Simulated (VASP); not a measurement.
Input of a VASP 6.6.1 run:

The input INCAR:

```
PREC = Accurate
ENCUT = 600
EDIFF = 1E-8
ISMEAR = 0
SIGMA = 0.01
LREAL = F
LASPH = T
NELM = 60
ALGO = Normal
ISIF = 3
LWAVE = F
LCHARG = F
GGA = PS
NBANDS = 15
IBRION = 6
NFREE = 2
POTIM = 0.015
NSW = 1
```

Contents of KPOINTS:

```
Automatic mesh
0
Gamma
  10 10 10
```

File POSCAR:

```
CaO
1.0
    0.0000000000      2.3835738961      2.3835738961
    2.3835738961      0.0000000000      2.3835738961
    2.3835738961      2.3835738961      0.0000000000
Ca O
1 1
Direct
    0.0000000000      0.0000000000      0.0000000000
    0.5000000000      0.5000000000      0.5000000000
```

Potentials or basis: VASP PAW PBE potentials, release 64 (Ca_sv, O).

Command:

```sh
$ cat potpaw_PBE.64/Ca_sv/POTCAR potpaw_PBE.64/O/POTCAR > POTCAR
$ mpirun -np 1 vasp_std > vasp.out
```

Problem. Predict the elastic constants C11, C12, C44.

Solution. 235, 59, 77 GPa.

Problem. Predict the Voigt bulk modulus.

Solution. 117 GPa.

Problem. What does it give for the highest phonon frequency at Γ, LO-TO splitting left out?

Solution. 280 cm⁻¹.

Elastic tensor in Voigt notation (GPa, in the Cartesian axes of the cell as first typed):
```
235  59  59   0   0   0
 59 235  59   0   0   0
 59  59 235   0   0   0
  0   0   0  77   0   0
  0   0   0   0  77   0
  0   0   0   0   0  77
```

Caveat: the PAW data sets were made with another functional, which shifts forces and pressure a little.
